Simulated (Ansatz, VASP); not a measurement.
## Sn2Pb in VASP and in Ansatz

```
Sn Pb
1.0
     4.75289    0.00000    0.00000
     0.00000    4.75289    0.00000
     0.00000    0.00000    8.26967
Sn Pb
4 2
Cartesian
  0.0000 2.3764 2.2074
  2.3764 0.0000 6.0623
  2.3764 2.3764 0.0000
  0.0000 0.0000 0.0000
  0.0000 2.3764 5.5260
  2.3764 0.0000 2.7437
```

Change from the starting cell: species swapped into the NdTe2 type (P4/nmm, No. 129).

Alike in both runs: functional PBE; k mesh 4 × 4 × 2; occupations gaussian, width 0.2 eV; no spin polarisation.

Ansatz relaxed the structure, and its values are those at the end. VASP's run is a single point on that final structure, the one shown.

|  | VASP | Ansatz |
| --- | --- | --- |
| version | VASP 6.6.1 | Ansatz 0.2.0 |
| potentials or method | VASP PAW PBE potentials, release 64 (Sn_d, Pb_d), cutoff 520 eV | scalar-relativistic, plane waves, PAW |
| valence electrons in the cell | 84 | 84 |

```csv
,VASP,Ansatz,Ansatz less VASP
gap on the k mesh at the Fermi level (eV),none,none,-
pressure (GPa),-0.1,0.0,+0.05
rms of the force components (eV/Å),0.011,0.011,-0.0005
```

A gap of «none» marks a metal or a gap that the smearing closes.

The k mesh is coarse, so the values compare programs but aren't converged. Spin-orbit coupling is off throughout.
